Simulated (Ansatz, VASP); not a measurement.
ScAl3 in VASP and in Ansatz

```xyz
4
Lattice="-2.5618 2.6969 3.8588 2.5618 -2.6969 3.8588 2.5618 2.6969 -3.8588" Properties=species:S:1:pos:R:3 pbc="T T T"
Sc    0.0000    2.6969    0.0000
Al    0.0000    0.0000    5.2033
Al    0.0000    0.0000    2.5144
Al    0.0000    0.0000    0.0000
```

Alike in both runs: task single point; functional PBE; k mesh 6 × 6 × 6; occupations gaussian, width 0.1 eV; collinear spin.

|  | VASP | Ansatz |
| --- | --- | --- |
| version | VASP 6.6.1 | Ansatz 0.2.0 |
| potentials or method | VASP PAW PBE potentials, release 64 (Sc_sv, Al), cutoff 520 eV | scalar-relativistic, plane waves, PAW |
| valence electrons in the cell | 20 | 20 |

VASP gave:

```
gap on the k mesh at the Fermi level (eV)                     : none
pressure (GPa)                                                : 0.1
traceless stress, the component that is largest in VASP (GPa) : 0.11
rms of the force components (eV/Å)                            : 0.004
net moment per atom (μB)                                      : 0.05
size of the moment on the site where the two differ most (μB) : 0.08
```

Task: Estimate Ansatz's values.

Result: gap on the k mesh at the Fermi level (eV): none; pressure (GPa): 0.1; traceless stress, the component that is largest in VASP (GPa): 0.11; rms of the force components (eV/Å): 0.006; net moment per atom (μB): 0.05; size of the moment on the site where the two differ most (μB): 0.07.

Site moments also hang on the region over which each program counts them. Atom by atom the forces differ by 0.002 eV/Å (rms over components). A gap of «none» marks a metal or a gap that the smearing closes. The functional is the same, so the differences come from potentials, cutoffs and numerics.
